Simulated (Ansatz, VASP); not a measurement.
**Sb in VASP and in Ansatz**

```xyz
1
Lattice="-1.8713 1.8713 1.8713 1.8713 -1.8713 1.8713 1.8713 1.8713 -1.8713" Properties=species:S:1:pos:R:3 pbc="T T T"
Sb    0.0000    0.0000    0.0000
```

Alike in both runs: task relaxation of cell and atoms; functional PBEsol; k mesh 10 × 10 × 10; occupations fermi-dirac, width 0.05 eV; no spin polarisation.

|  | VASP | Ansatz |
| --- | --- | --- |
| version | VASP 6.6.1 | Ansatz 0.2.0 |
| potentials or method | VASP PAW PBE potentials, release 64 (Sb), cutoff 600 eV | all-electron LAPW, scalar-relativistic |

|  | VASP | Ansatz | Ansatz less VASP |
| --- | --- | --- | --- |
| relaxed volume (Å³/atom) | 26.21 | 26.21 | 0.000 |
| relaxed cell length with the largest relative difference (Å) | 3.241 | 3.241 | 0.0000 |

VASP's potentials were made for PBE, not for PBEsol. Ansatz ran all-electron here, and VASP with PAW potentials.

Spin-orbit coupling is off throughout. Noted on VASP's run: the relaxation stopped at its first step, so nothing moved.
